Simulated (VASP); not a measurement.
# BiB (P6_3mc) in VASP: single point with PBE

Aim: the single point of BiB with PBE.

Program: VASP 6.6.1. These are calculated values, not measurements. Logs are shortened: lines on timing, memory, paths and dates and some standing lists are left out, and cuts for length are marked.

## (1) The cell of the first run

It takes space group P6_3mc (No. 186, hexagonal). The conventional cell has a = 3.637 Å, b = 3.637 Å, c = 6.461 Å, α = 90.00°, β = 90.00°, γ = 120.00°. B (site symmetry 3m) has 4 Bi at 2.27 to 2.36 Å within 3.0 Å. Bi (site symmetry 3m) has 4 B at 2.27 to 2.36 Å within 3.0 Å.

## (2) Single point, PBE (epitaxial xy strain -5.9%)

The input, INCAR:

```
ALGO = Normal
EDIFF = 1E-7
ENCUT = 520
GGA = PE
ISIF = 2
ISMEAR = -1
LASPH = T
LCHARG = T
LELF = T
LREAL = F
LVHAR = T
LWAVE = F
NBANDS = 26
NELM = 80
PREC = Accurate
SIGMA = 0.02
```

The input, KPOINTS:

```
k-points
0
Gamma
  12 12 4
```

The input, POSCAR:

```
BiB
1.0
    3.6371209351      0.0000000000      0.0000000000
   -1.8185604675      3.1498391264      0.0000000000
    0.0000000000      0.0000000000      6.4606040342
B Bi
2 2
Direct
    0.3333333333      0.6666666667      0.0051456707
    0.6666666667      0.3333333333      0.5051456707
    0.3333333333      0.6666666667      0.3698543293
    0.6666666667      0.3333333333      0.8698543293
```

Potentials or basis: VASP PAW PBE potentials, release 64 (B, Bi_d).

Run with:

```bash
> cat potpaw_PBE.64/B/POTCAR potpaw_PBE.64/Bi_d/POTCAR > POTCAR
> mpirun -np 1 vasp_std > vasp.out
```

OUTCAR:

```text
EDIFF = 1E-7
   ENCUT = 520
   GGA = PE
   ISIF = 2
   ISMEAR = -1
   LASPH = T
   LREAL = F
   NELM = 80
   PREC = Accurate

 ion  position               nearest neighbor table
   1  0.333  0.667  0.005-   4 2.27   4 2.27   4 2.27   3 2.36
   2  0.667  0.333  0.505-   3 2.27   3 2.27   3 2.27   4 2.36
   3  0.333  0.667  0.370-   2 2.27   2 2.27   2 2.27   1 2.36   4 3.85   4 3.85   4 3.85   4 3.85
                             4 3.85   4 3.85
   4  0.667  0.333  0.870-   1 2.27   1 2.27   1 2.27   2 2.36   3 3.85   3 3.85   3 3.85   3 3.85
                             3 3.85   3 3.85

  LATTYP: Found a hexagonal cell.
 ALAT       =     3.6371209351
 C/A-ratio  =     1.7762961830

  Lattice vectors:

 A1 = (   3.6371209351,   0.0000000000,   0.0000000000)
 A2 = (  -1.8185604675,   3.1498391264,   0.0000000000)
 A3 = (   0.0000000000,   0.0000000000,   6.4606040342)

Analysis of symmetry for initial positions (statically):
=====================================================================
 Subroutine PRICEL returns:
 Original cell was already a primitive cell.

 Routine SETGRP: Setting up the symmetry group for a
 hexagonal supercell.

 Subroutine GETGRP returns: Found 12 space group operations
 (whereof  6 operations were pure point group operations)
 out of a pool of 24 trial point group operations.

The static configuration has the point symmetry C_3v.
 The point group associated with its full space group is C_6v.

Analysis of symmetry for dynamics (positions and initial velocities):
=====================================================================
 Subroutine PRICEL returns:
 Original cell was already a primitive cell.

 Routine SETGRP: Setting up the symmetry group for a
 hexagonal supercell.

 Subroutine GETGRP returns: Found 12 space group operations
 (whereof  6 operations were pure point group operations)
 out of a pool of 24 trial point group operations.

The dynamic configuration has the point symmetry C_3v.
 The point group associated with its full space group is C_6v.

 Subroutine INISYM returns: Found 12 space group operations
 (whereof  6 operations are pure point group operations),
 and found     1 'primitive' translations

----------------------------------------------------------------------------------------

                                     Primitive cell

  volume of cell :      74.0149

  direct lattice vectors                    reciprocal lattice vectors
     3.637120935  0.000000000  0.000000000     0.274942741  0.158738266  0.000000000
    -1.818560467  3.149839126  0.000000000     0.000000000  0.317476531  0.000000000
     0.000000000  0.000000000  6.460604034     0.000000000  0.000000000  0.154784289

  length of vectors
     3.637120935  3.637120935  6.460604034     0.317476531  0.317476531  0.154784289

  position of ions in fractional coordinates (direct lattice)
     0.333333333  0.666666667  0.005145671
     0.666666667  0.333333333  0.505145671
     0.333333333  0.666666667  0.369854329
     0.666666667  0.333333333  0.869854329

  ion indices of the primitive-cell ions
   primitive index   ion index
                 1           1
                 2           2
                 3           3
                 4           4

----------------------------------------------------------------------------------------

 KPOINTS: k-points

Automatic generation of k-mesh.
 Grid dimensions read from file:
 generate k-points for:   12   12    4

 Generating k-lattice:

  Cartesian coordinates                     Fractional coordinates (reciprocal lattice)
     0.022911895  0.013228189  0.000000000     0.083333333 -0.000000000  0.000000000
     0.000000000  0.026456378  0.000000000     0.000000000  0.083333333  0.000000000
     0.000000000  0.000000000  0.038696072     0.000000000  0.000000000  0.250000000

  Length of vectors
     0.026456378  0.026456378  0.038696072

  Shift w.r.t. Gamma in fractional coordinates (k-lattice)
     0.000000000  0.000000000  0.000000000

 Subroutine IBZKPT returns following result:
 ===========================================

 Found     57 irreducible k-points:

 Following reciprocal coordinates:
            Coordinates               Weight
  0.000000  0.000000  0.000000      1.000000
  0.083333 -0.000000  0.000000      6.000000
  0.166667 -0.000000  0.000000      6.000000
  0.250000 -0.000000  0.000000      6.000000
  0.333333  0.000000  0.000000      6.000000
  0.416667  0.000000  0.000000      6.000000
[... 16 lines left out ...]
  0.250000 -0.000000  0.250000     12.000000
  0.333333  0.000000  0.250000     12.000000
 [... further k-points ...]
   k-points           NKPTS =     57   k-points in BZ     NKDIM =     57   number of bands    NBANDS=     26
   number of dos      NEDOS =    301   number of ions     NIONS =      4
   total plane-waves  NPLWV =  37632
   dimension x,y,z NGX =    28 NGY =   28 NGZ =   48
   dimension x,y,z NGXF=    56 NGYF=   56 NGZF=   96
   ions per type =               2   2
   NGX,Y,Z   is equivalent  to a cutoff of  12.80, 12.80, 12.35 a.u.
   NGXF,Y,Z  is equivalent  to a cutoff of  25.60, 25.60, 24.70 a.u.
 SYSTEM =  unknown system
   PREC   = accura    normal or accurate (medium, high low for compatibility)
   ISTART =      0    job   : 0-new  1-cont  2-samecut
   ICHARG =      2    charge: 1-file 2-atom 10-const
   ISPIN  =      1    spin polarized calculation?
   LNONCOLLINEAR =      F non collinear calculations
   LSORBIT =      F    spin-orbit coupling
   LASPH  =      T    aspherical Exc in radial PAW
   ENCUT  =  520.0 eV  38.22 Ry    6.18 a.u.   6.76  6.76 12.01*2*pi/ulx,y,z
   NELM   =     80;   NELMIN=  2; NELMDL= -5     # of ELM steps
   EDIFF  = 0.1E-06   stopping-criterion for ELM
   LREAL  =      F    real-space projection
   EDIFFG = 0.1E-05   stopping-criterion for IOM
   NSW    =      0    number of steps for IOM
   IBRION =     -1    ionic relax: 0-MD 1-quasi-New 2-CG
   NFREE  =      0    steps in history (QN), initial steepest desc. (CG)
   ISIF   =      2    stress and relaxation
   ISYM   =      2    0-nonsym 1-usesym 2-fastsym
   POTIM  = 0.5000    time-step for ionic-motion
   TEBEG  =    0.0;   TEEND  =   0.0 temperature during run
   PSTRESS=    0.0 pullay stress
   NELECT =      36.0000    total number of electrons
   NUPDOWN=      -1.0000    fix difference up-down
   EMIN   =  10.00;   EMAX   =-10.00  energy-range for DOS
   EFERMI =   0.00;   METHOD = LEGACY
   ISMEAR =    -1;   SIGMA  =   0.02  broadening in eV -4-tet -1-fermi 0-gaus
   EFERMI_NEDOS =   21; number of points for ismear=-14 and -15
   IALGO  =     38    algorithm
   IMIX   =      4    mixing-type and parameters
     AMIX     =   0.40;   BMIX     =  1.00
     AMIX_MAG =   1.60;   BMIX_MAG =  1.00
  volume/ion in A,a.u.               =      18.50       124.87
  Fermi-wavevector in a.u.,A,eV,Ry     =   1.287466  2.432959 22.552607  1.657570
  Thomas-Fermi vector in A             =   2.419479
   LORBIT       =      0    0 simple, 1 ext, 2 COOP (PROOUT), +10 PAW based schemes
   GGA     = PE    functional components
   LHFCALC =     F    Hartree Fock is set to
   AEXX    =    0.0000 exact exchange contribution
   IVDW    =     0    specifies the selected vdW correction
   LEPSILON=     F    determine dielectric tensor
   LRPA    =     F    only Hartree local field effects (RPA)
 non-spin polarized calculation
  energy-cutoff  :      520.00
  volume of cell :       74.01
 maximum number of plane-waves:      2008
 NGX is ok and might be reduce to    28
   NGX = 13   NGY = 13   NGZ = 25

 number of electron      35.9999992 magnetization

 Free energy of the ion-electron system (eV)
  ---------------------------------------------------
  ext. energy  EPLUGINS =         0.00000000
  ---------------------------------------------------
  free energy    TOTEN  =       -17.43705542 eV

  energy without entropy =      -17.43704608  energy(sigma->0) =      -17.43705075

 E-fermi :   8.9578     XC(G=0): -10.5581

 val. band max:        8.8501487837   @ k =   0.0000   0.0000   0.0000
 cond. band min:       9.0706491375   @ k =   0.0000   0.0000   0.0000
 fundamental gap:      0.2205003538
 Fermi energy:         8.9578136508

 k-point     1 :       0.0000    0.0000    0.0000
  band No.  band energies     occupation
      1     -14.8625      2.00000
      2     -14.8468      2.00000
      3     -14.8468      2.00000
      4     -14.8416      2.00000
      5     -14.8327      2.00000
      6     -14.8327      2.00000
[... 18 lines left out ...]
     25      13.9463      0.00000
     26      15.2490      0.00000

 k-point     2 :       0.0833   -0.0000    0.0000
  band No.  band energies     occupation
      1     -14.8578      2.00000
      2     -14.8505      2.00000
      3     -14.8451      2.00000
      4     -14.8405      2.00000
      5     -14.8252      2.00000
      6     -14.8233      2.00000
[... 18 lines left out ...]
     25      14.2472      0.00000
     26      15.2614      0.00000

 k-point     3 :       0.1667   -0.0000    0.0000
  band No.  band energies     occupation
      1     -14.8649      2.00000
      2     -14.8514      2.00000
      3     -14.8387      2.00000
      4     -14.8253      2.00000
      5     -14.8055      2.00000
      6     -14.8044      2.00000
[... 18 lines left out ...]
     25      14.9949      0.00000
     26      15.1754      0.00000

 k-point     4 :       0.2500   -0.0000    0.0000
  band No.  band energies     occupation
      1     -14.8796      2.00000
      2     -14.8584      2.00000
      3     -14.8205      2.00000
      4     -14.8111      2.00000
      5     -14.7834      2.00000
      6     -14.7804      2.00000
[... 18 lines left out ...]
     25      15.0228      0.00000
     26      15.8393      0.00000

 k-point     5 :       0.3333    0.0000    0.0000
  band No.  band energies     occupation
      1     -14.8932      2.00000
      2     -14.8674      2.00000
      3     -14.8089      2.00000
      4     -14.8051      2.00000
      5     -14.7721      2.00000
      6     -14.7593      2.00000
[... 18 lines left out ...]
     25      15.3736      0.00000
     26      16.7003      0.00000

 k-point     6 :       0.4167    0.0000    0.0000
  band No.  band energies     occupation
      1     -14.9027      2.00000
      2     -14.8747      2.00000
      3     -14.8086      2.00000
      4     -14.8045      2.00000
      5     -14.7648      2.00000
      6     -14.7527      2.00000
[... 427 lines left out ...]
 k-point    21 :       0.0833   -0.0000    0.2500
  band No.  band energies     occupation
      1     -14.8569      2.00000
      2     -14.8509      2.00000
      3     -14.8434      2.00000
      4     -14.8389      2.00000
      5     -14.8280      2.00000
      6     -14.8269      2.00000
[... 18 lines left out ...]
     25      13.8905      0.00000
     26      14.8827      0.00000

 k-point    22 :       0.1667   -0.0000    0.2500
  band No.  band energies     occupation
      1     -14.8643      2.00000
      2     -14.8566      2.00000
      3     -14.8323      2.00000
      4     -14.8227      2.00000
      5     -14.8094      2.00000
      6     -14.8086      2.00000
[... 18 lines left out ...]
     25      14.6111      0.00000
     26      14.9521      0.00000

 k-point    23 :       0.2500   -0.0000    0.2500
  band No.  band energies     occupation
      1     -14.8778      2.00000
      2     -14.8642      2.00000
      3     -14.8163      2.00000
      4     -14.8062      2.00000
      5     -14.7905      2.00000
      6     -14.7844      2.00000
[... 18 lines left out ...]
     25      15.0493      0.00000
     26      15.4689      0.00000

 k-point    24 :       0.3333    0.0000    0.2500
  band No.  band energies     occupation
      1     -14.8905      2.00000
      2     -14.8734      2.00000
      3     -14.8082      2.00000
      4     -14.7977      2.00000
      5     -14.7801      2.00000
      6     -14.7651      2.00000
[... 18 lines left out ...]
     25      15.5735      0.00000
     26      16.2176      0.00000

 [... further k-points ...]
[... 5 lines left out ...]
  --------------------------------------------------------------------------------------
  -------------------------------------------------------------------------------------
  Total        8.2256124      8.2256124      0.6864566      0.0000000      0.0000000      0.0000000
  in kB      178.0572180    178.0572180     14.8595069      0.0000000      0.0000000      0.0000000
  external PRESSURE =     123.6579810 kB  Pullay stress =       0.0000000 kB

 VOLUME and BASIS-vectors are now :
 -----------------------------------------------------------------------------
  energy-cutoff  :      520.00
  volume of cell :       74.01
      direct lattice vectors                 reciprocal lattice vectors
     3.637120935  0.000000000  0.000000000     0.274942741  0.158738266  0.000000000
    -1.818560467  3.149839126  0.000000000     0.000000000  0.317476531  0.000000000
     0.000000000  0.000000000  6.460604034     0.000000000  0.000000000  0.154784289

 POSITION                                       TOTAL-FORCE (eV/Angst)
 -----------------------------------------------------------------------------------
     -0.00000      2.09989      0.03324        -0.000000     -0.000000      0.038818
      1.81856      1.04995      3.26355         0.000000      0.000000      0.038818
     -0.00000      2.09989      2.38948         0.000000     -0.000000     -0.038818
      1.81856      1.04995      5.61978        -0.000000      0.000000     -0.038818
 -----------------------------------------------------------------------------------
    total drift:                               -0.000000      0.000000      0.000335

  FREE ENERGIE OF THE ION-ELECTRON SYSTEM (eV)
  ---------------------------------------------------
  free  energy   TOTEN  =       -17.4370554164 eV

  energy  without entropy=      -17.4370460838  energy(sigma->0) =      -17.43705075
```

It took 70 s on 1 thread of Intel Xeon Platinum 8375C at 2.90GHz (Ice Lake), shared host; peak memory 0.24 GiB.

Results:

| Item | Value |
| --- | --- |
| Free energy | -17.4371 eV |
| Pressure | 12.4 GPa |
| Largest force | 0.039 eV/Å |
| Band gap on the k mesh | 0.22 eV, direct |

Forces in eV/Å, atoms in the order of the input:
```
B    0.000  0.000  0.039
B    0.000  0.000  0.039
Bi   0.000  0.000 -0.039
Bi   0.000  0.000 -0.039
```

Stress tensor (GPa, compression positive):
```
17.81  0.00  0.00
 0.00 17.81  0.00
 0.00  0.00  1.49
```

Caveat: the cell differs from its parent crystal (epitaxial xy strain -5.9%); spin-orbit coupling is left out, which moves the levels of the heavy elements.
